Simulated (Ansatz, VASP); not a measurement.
## LaAsN4: VASP beside Ansatz

```
N As La
1.0
    -3.62931    3.62931    3.23650
     3.62931   -3.62931    3.23650
     3.62931    3.62931   -3.23650
N As La
8 2 2
Direct
  0.51450 0.32779 0.18671
  0.07779 0.39108 0.31329
  0.14108 0.32779 0.81329
  0.07779 0.76450 0.68671
  0.23550 0.92221 0.31329
  0.67221 0.48550 0.81329
  0.60892 0.92221 0.68671
  0.67221 0.85892 0.18671
  0.50000 0.50000 0.00000
  0.25000 0.75000 0.50000
  0.00000 0.00000 0.00000
  0.75000 0.25000 0.50000
```

Alike in both runs: functional PBE; k mesh 5 × 5 × 5; no spin polarisation.

Ansatz relaxed the structure, and its values are those at the end. VASP's run is a single point on that final structure, the one shown.

|  | VASP | Ansatz |
| --- | --- | --- |
| version | VASP 6.6.1 | Ansatz 0.2.0 |
| potentials or method | VASP PAW PBE potentials, release 64 (N, As, La), cutoff 520 eV | PAW plane waves |
| occupations | fermi-dirac, width 0.1 eV | fermi-dirac |
| valence electrons in the cell | 72 | 92 |

```csv
,VASP,Ansatz,Ansatz less VASP
pressure (GPa),18.7,17.7,-1.03
rms of the force components (eV/Å),0.129,0.005,-0.1232
```

One of these differences is far larger than is usual between the two programs; its cause wasn't traced. VASP's potentials hold 72 valence electrons a cell and Ansatz's 92, so a difference there can come from the potentials and not from the codes. Ansatz's warnings: stress scf threshold loose.

Spin-orbit coupling is off throughout.
